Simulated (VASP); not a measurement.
# Bi (P6/mmm) in VASP: further runs

Bi is run at these levels: PBE; tasks: single point, relaxation of cell and atoms.

Program: VASP 6.6.1. These are calculated values, not measurements. Logs are shortened: lines on timing, memory, paths and dates and some standing lists are left out, and cuts for length are marked.

## 1. The cell of the first run

It takes space group P6/mmm (No. 191, hexagonal). Conventional cell: a = 5.953 Å, b = 5.953 Å, c = 3.504 Å, α = 90.00°, β = 90.00°, γ = 120.00°. Within 4.6 Å of Bi (site symmetry 6/mmm) lie 14 Bi at 3.50 to 3.86 Å. Bi (site symmetry -6m2) has 11 Bi at 3.44 to 3.86 Å within 4.5 Å.

This isn't the form of Bi at room conditions, which is rhombohedral.

## 2. Single point, PBE (35.85 Å³/atom)

INCAR reads:

```
ALGO = Normal ; EDIFF = 1E-6
ENCUT = 520 ; GGA = PE
ISIF = 2 ; ISMEAR = -1
LASPH = True ; LCHARG = False
LREAL = False ; LWAVE = False
NBANDS = 30 ; NELM = 80
PREC = Accurate ; SIGMA = 0.1
```

KPOINTS reads:

```
k-points
0
Gamma
  7 7 11
```

POSCAR reads:

```
Bi
1.0
    5.9529836416      0.0000000000      0.0000000000
   -2.9764918208      5.1554350620      0.0000000000
    0.0000000000      0.0000000000      3.5044189964
Bi
3
Direct
    1.0000000000      1.0000000000      0.0000000000
    0.3333333333      0.6666666667      0.5000000000
    0.6666666667      0.3333333333      0.5000000000
```

Potentials or basis: VASP PAW PBE potentials, release 64 (Bi_d).

Run with:

```
> cat potpaw_PBE.64/Bi_d/POTCAR > POTCAR
> mpirun -np 1 vasp_std > vasp.out
```

OUTCAR:

```text
EDIFF = 1E-6
   ENCUT = 520
   GGA = PE
   ISIF = 2
   ISMEAR = -1
   LASPH = True
   LREAL = False
   NELM = 80
   PREC = Accurate

 ion  position               nearest neighbor table
   1  0.000  0.000  0.000-   2 3.86   3 3.86   2 3.86   3 3.86   3 3.86   3 3.86   2 3.86   2 3.86
                             3 3.86   3 3.86   2 3.86   2 3.86
   2  0.333  0.667  0.500-   3 3.44   3 3.44   3 3.44   1 3.86   1 3.86   1 3.86   1 3.86   1 3.86
                             1 3.86
   3  0.667  0.333  0.500-   2 3.44   2 3.44   2 3.44   1 3.86   1 3.86   1 3.86   1 3.86   1 3.86
                             1 3.86

  LATTYP: Found a hexagonal cell.
 ALAT       =     5.9529836416
 C/A-ratio  =     0.5886827862

  Lattice vectors:

 A1 = (   5.9529836416,   0.0000000000,   0.0000000000)
 A2 = (  -2.9764918208,   5.1554350620,   0.0000000000)
 A3 = (   0.0000000000,   0.0000000000,   3.5044189964)

Analysis of symmetry for initial positions (statically):
=====================================================================
 Subroutine PRICEL returns:
 Original cell was already a primitive cell.

 Routine SETGRP: Setting up the symmetry group for a
 hexagonal supercell.

 Subroutine GETGRP returns: Found 24 space group operations
 (whereof 24 operations were pure point group operations)
 out of a pool of 24 trial point group operations.

The static configuration has the point symmetry D_6h.

Analysis of symmetry for dynamics (positions and initial velocities):
=====================================================================
 Subroutine PRICEL returns:
 Original cell was already a primitive cell.

 Routine SETGRP: Setting up the symmetry group for a
 hexagonal supercell.

 Subroutine GETGRP returns: Found 24 space group operations
 (whereof 24 operations were pure point group operations)
 out of a pool of 24 trial point group operations.

The dynamic configuration has the point symmetry D_6h.

 Subroutine INISYM returns: Found 24 space group operations
 (whereof 24 operations are pure point group operations),
 and found     1 'primitive' translations

----------------------------------------------------------------------------------------

                                     Primitive cell

  volume of cell :     107.5514

  direct lattice vectors                    reciprocal lattice vectors
     5.952983642  0.000000000  0.000000000     0.167982991  0.096985025  0.000000000
    -2.976491821  5.155435062  0.000000000     0.000000000  0.193970051  0.000000000
     0.000000000  0.000000000  3.504418996     0.000000000  0.000000000  0.285354006

  length of vectors
     5.952983642  5.952983642  3.504418996     0.193970051  0.193970051  0.285354006

  position of ions in fractional coordinates (direct lattice)
     0.000000000  0.000000000  0.000000000
     0.333333333  0.666666667  0.500000000
     0.666666667  0.333333333  0.500000000

  ion indices of the primitive-cell ions
   primitive index   ion index
                 1           1
                 2           2
                 3           3

----------------------------------------------------------------------------------------

 KPOINTS: k-points

Automatic generation of k-mesh.
 Grid dimensions read from file:
 generate k-points for:    7    7   11

 Generating k-lattice:

  Cartesian coordinates                     Fractional coordinates (reciprocal lattice)
     0.023997570  0.013855004  0.000000000     0.142857143  0.000000000  0.000000000
     0.000000000  0.027710007  0.000000000     0.000000000  0.142857143  0.000000000
     0.000000000  0.000000000  0.025941273     0.000000000  0.000000000  0.090909091

  Length of vectors
     0.027710007  0.027710007  0.025941273

  Shift w.r.t. Gamma in fractional coordinates (k-lattice)
     0.000000000  0.000000000  0.000000000

 Subroutine IBZKPT returns following result:
 ===========================================

 Found     48 irreducible k-points:

 Following reciprocal coordinates:
            Coordinates               Weight
  0.000000  0.000000  0.000000      1.000000
  0.142857 -0.000000  0.000000      6.000000
  0.285714 -0.000000  0.000000      6.000000
  0.428571 -0.000000  0.000000      6.000000
  0.142857  0.142857  0.000000      6.000000
  0.285714  0.142857  0.000000     12.000000
[... 16 lines left out ...]
  0.428571  0.142857  0.181818     12.000000
  0.285714  0.285714  0.181818     12.000000
 [... further k-points ...]
   k-points           NKPTS =     48   k-points in BZ     NKDIM =     48   number of bands    NBANDS=     30
   number of dos      NEDOS =    301   number of ions     NIONS =      3
   total plane-waves  NPLWV =  64512
   dimension x,y,z NGX =    48 NGY =   48 NGZ =   28
   dimension x,y,z NGXF=    96 NGYF=   96 NGZF=   56
   ions per type =               3
   NGX,Y,Z   is equivalent  to a cutoff of  13.40, 13.40, 13.28 a.u.
   NGXF,Y,Z  is equivalent  to a cutoff of  26.81, 26.81, 26.57 a.u.
 SYSTEM =  unknown system
   PREC   = accura    normal or accurate (medium, high low for compatibility)
   ISTART =      0    job   : 0-new  1-cont  2-samecut
   ICHARG =      2    charge: 1-file 2-atom 10-const
   ISPIN  =      1    spin polarized calculation?
   LNONCOLLINEAR =      F non collinear calculations
   LSORBIT =      F    spin-orbit coupling
   LASPH  =      T    aspherical Exc in radial PAW
   ENCUT  =  520.0 eV  38.22 Ry    6.18 a.u.  11.07 11.07  6.52*2*pi/ulx,y,z
   NELM   =     80;   NELMIN=  2; NELMDL= -5     # of ELM steps
   EDIFF  = 0.1E-05   stopping-criterion for ELM
   LREAL  =      F    real-space projection
   EDIFFG = 0.1E-04   stopping-criterion for IOM
   NSW    =      0    number of steps for IOM
   IBRION =     -1    ionic relax: 0-MD 1-quasi-New 2-CG
   NFREE  =      0    steps in history (QN), initial steepest desc. (CG)
   ISIF   =      2    stress and relaxation
   ISYM   =      2    0-nonsym 1-usesym 2-fastsym
   POTIM  = 0.5000    time-step for ionic-motion
   TEBEG  =    0.0;   TEEND  =   0.0 temperature during run
   PSTRESS=    0.0 pullay stress
   NELECT =      45.0000    total number of electrons
   NUPDOWN=      -1.0000    fix difference up-down
   EMIN   =  10.00;   EMAX   =-10.00  energy-range for DOS
   EFERMI =   0.00;   METHOD = LEGACY
   ISMEAR =    -1;   SIGMA  =   0.10  broadening in eV -4-tet -1-fermi 0-gaus
   EFERMI_NEDOS =   21; number of points for ismear=-14 and -15
   IALGO  =     38    algorithm
   IMIX   =      4    mixing-type and parameters
     AMIX     =   0.40;   BMIX     =  1.00
     AMIX_MAG =   1.60;   BMIX_MAG =  1.00
  volume/ion in A,a.u.               =      35.85       241.93
  Fermi-wavevector in a.u.,A,eV,Ry     =   1.224448  2.313871 20.398844  1.499273
  Thomas-Fermi vector in A             =   2.359522
   LORBIT       =      0    0 simple, 1 ext, 2 COOP (PROOUT), +10 PAW based schemes
   GGA     = PE    functional components
   LHFCALC =     F    Hartree Fock is set to
   AEXX    =    0.0000 exact exchange contribution
   IVDW    =     0    specifies the selected vdW correction
   LEPSILON=     F    determine dielectric tensor
   LRPA    =     F    only Hartree local field effects (RPA)
 non-spin polarized calculation
  energy-cutoff  :      520.00
  volume of cell :      107.55
 maximum number of plane-waves:      2929
 NGX is ok and might be reduce to    48
   NGX = 23   NGY = 23   NGZ = 13

 number of electron      45.0000017 magnetization

 Free energy of the ion-electron system (eV)
  ---------------------------------------------------
  ext. energy  EPLUGINS =         0.00000000
  ---------------------------------------------------
  free energy    TOTEN  =       -11.08808869 eV

  energy without entropy =      -11.00924050  energy(sigma->0) =      -11.04866459

 E-fermi :   6.2542     XC(G=0):  -9.6249

 val. band max:        6.2362740202   @ k =   0.1429  -0.0000   0.4545
 cond. band min:       6.2576868798   @ k =   0.1429   0.1429   0.1818
 fundamental gap:      0.0214128596
 Fermi energy:         6.2541877086

 k-point     1 :       0.0000    0.0000    0.0000
  band No.  band energies     occupation
      1     -16.7439      2.00000
      2     -16.7220      2.00000
      3     -16.6765      2.00000
      4     -16.6765      2.00000
      5     -16.6649      2.00000
      6     -16.6539      2.00000
[... 22 lines left out ...]
     29      13.7666      0.00000
     30      16.1703      0.00000

 k-point     2 :       0.1429   -0.0000    0.0000
  band No.  band energies     occupation
      1     -16.7426      2.00000
      2     -16.7222      2.00000
      3     -16.6809      2.00000
      4     -16.6776      2.00000
      5     -16.6705      2.00000
      6     -16.6620      2.00000
[... 22 lines left out ...]
     29      14.5659      0.00000
     30      15.1078      0.00000

 k-point     3 :       0.2857   -0.0000    0.0000
  band No.  band energies     occupation
      1     -16.7394      2.00000
      2     -16.7223      2.00000
      3     -16.6979      2.00000
      4     -16.6818      2.00000
      5     -16.6724      2.00000
      6     -16.6714      2.00000
[... 22 lines left out ...]
     29      13.7076      0.00000
     30      14.6095      0.00000

 k-point     4 :       0.4286   -0.0000    0.0000
  band No.  band energies     occupation
      1     -16.7365      2.00000
      2     -16.7204      2.00000
      3     -16.7126      2.00000
      4     -16.6875      2.00000
      5     -16.6757      2.00000
      6     -16.6716      2.00000
[... 616 lines left out ...]
     29      13.3933      0.00000
     30      14.0960      0.00000

 k-point    23 :       0.4286    0.1429    0.1818
  band No.  band energies     occupation
      1     -16.7019      2.00000
      2     -16.6954      2.00000
      3     -16.6930      2.00000
      4     -16.6886      2.00000
      5     -16.6712      2.00000
      6     -16.6631      2.00000
[... 22 lines left out ...]
     29      12.7362      0.00000
     30      14.3213      0.00000

 k-point    24 :       0.2857    0.2857    0.1818
  band No.  band energies     occupation
      1     -16.7013      2.00000
      2     -16.6957      2.00000
      3     -16.6928      2.00000
      4     -16.6913      2.00000
      5     -16.6666      2.00000
      6     -16.6624      2.00000
[... 22 lines left out ...]
     29      13.1787      0.00000
     30      13.2883      0.00000

 [... further k-points ...]

------------------------ aborting loop because EDIFF is reached ----------------------------------------

  FORCE on cell =-STRESS in cart. coord.  units (eV):
  Direction    XX          YY          ZZ          XY          YZ          ZX
  --------------------------------------------------------------------------------------
  -------------------------------------------------------------------------------------
  Total       -3.0003020     -3.0003020     -2.8222290     -0.0000000      0.0000000      0.0000000
  in kB      -44.6950588    -44.6950588    -42.0423317     -0.0000000      0.0000000      0.0000000
  external PRESSURE =     -43.8108164 kB  Pullay stress =       0.0000000 kB

 VOLUME and BASIS-vectors are now :
 -----------------------------------------------------------------------------
  energy-cutoff  :      520.00
  volume of cell :      107.55
      direct lattice vectors                 reciprocal lattice vectors
     5.952983642  0.000000000  0.000000000     0.167982991  0.096985025  0.000000000
    -2.976491821  5.155435062  0.000000000     0.000000000  0.193970051  0.000000000
     0.000000000  0.000000000  3.504418996     0.000000000  0.000000000  0.285354006

 POSITION                                       TOTAL-FORCE (eV/Angst)
 -----------------------------------------------------------------------------------
      0.00000      0.00000      0.00000        -0.000000      0.000000      0.000000
     -0.00000      3.43696      1.75221        -0.000000     -0.000000      0.000000
      2.97649      1.71848      1.75221         0.000000      0.000000      0.000000
 -----------------------------------------------------------------------------------
    total drift:                               -0.000000      0.000000     -0.000000

  FREE ENERGIE OF THE ION-ELECTRON SYSTEM (eV)
  ---------------------------------------------------
  free  energy   TOTEN  =       -11.0880886864 eV

  energy  without entropy=      -11.0092404976  energy(sigma->0) =      -11.04866459
```

It took 46 s on 1 thread of Intel Xeon 6975P-C (Granite Rapids), shared host; peak memory 0.3 GiB.

Results:

- Free energy: -11.0881 eV
- Pressure: -4.4 GPa
- Band gap on the k mesh: zero (an odd number of electrons rules out a gap without spin polarisation)

Caveat: the cell stands under tension; spin-orbit coupling is left out, which moves the levels of the heavy elements.

(Part 1 of 2 ends here.)

The gap in the log of VASP goes by the Fermi energy; the results here count the filled bands.